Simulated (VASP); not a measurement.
Here is a VASP 6.6.1 calculation.

File POSCAR:

```
Mo
1.0
   -1.5752131668      1.5122046401      1.5752131668
    1.5752131668     -1.5122046401      1.5752131668
    1.5752131668      1.5122046401     -1.5752131668
Mo
1
Direct
    0.0000000000      0.0000000000      0.0000000000
```

INCAR.step1

```
SYSTEM = Mo
ALGO     = Normal         ! electronic algorithm
EDIFF    = 1E-4           ! SCF threshold, eV
ENCUT    = 520            ! plane-wave cutoff, eV
GGA      = PE             ! functional
ISMEAR   = 0              ! smearing method
LASPH    = .TRUE.         ! aspherical terms in the spheres
LCHARG   = .FALSE.        ! write CHGCAR
LREAL    = .FALSE.        ! projectors in reciprocal space
LWAVE    = .TRUE.         ! write WAVECAR
NBANDS   = 13             ! bands
NELM     = 80             ! most SCF steps
PREC     = Accurate       ! precision mode
SIGMA    = 0.15           ! smearing width, eV
```

Contents of INCAR.step2:

```
SYSTEM = Mo
ALGO     = Normal         ! electronic algorithm
EDIFF    = 1E-6           ! SCF threshold, eV
ENCUT    = 520            ! plane-wave cutoff, eV
ISIF     = 2              ! what is computed and relaxed
ISMEAR   = 0              ! smearing method
ISTART   = 1            
LASPH    = .TRUE.         ! aspherical terms in the spheres
LCHARG   = .TRUE.         ! write CHGCAR
LELF     = .TRUE.         ! ELF
LMIXTAU  = .TRUE.       
LREAL    = .FALSE.        ! projectors in reciprocal space
LVHAR    = .TRUE.       
LWAVE    = .FALSE.        ! write WAVECAR
METAGGA  = R2SCAN         ! meta-GGA
NBANDS   = 13             ! bands
NELM     = 80             ! most SCF steps
PREC     = Accurate       ! precision mode
SIGMA    = 0.15           ! smearing width, eV
```

Contents of KPOINTS:

```
k-points
0
G
  26 26 26
  0 0 0
```

Potentials or basis: VASP PAW PBE potentials, release 64 (Mo_sv).

Launch:

```bash
$ cat potpaw_PBE.64/Mo_sv/POTCAR > POTCAR
$ cp INCAR.step1 INCAR
$ mpirun -np 1 vasp_std > vasp.out
$ cp INCAR.step2 INCAR
$ mpirun -np 1 vasp_std > vasp.out
```

Question: Estimate the pressure.

Answer: 13.8 GPa.

Question: Predict the band gap on the k mesh.

Answer: Zero (bands 7 and 8 overlap by 5.76 eV).

Stress tensor (GPa, compression positive):
```
 8.67  0.00  0.00
 0.00 24.02  0.00
 0.00  0.00  8.67
```

Caveat: the cell differs from its parent crystal (strain -0.0400 x Voigt [0, 1, 0, 0, 0, 0]); the stress differs along the axes, from 9 to 24 GPa; the PAW data sets were made with another functional, which shifts forces and pressure a little.
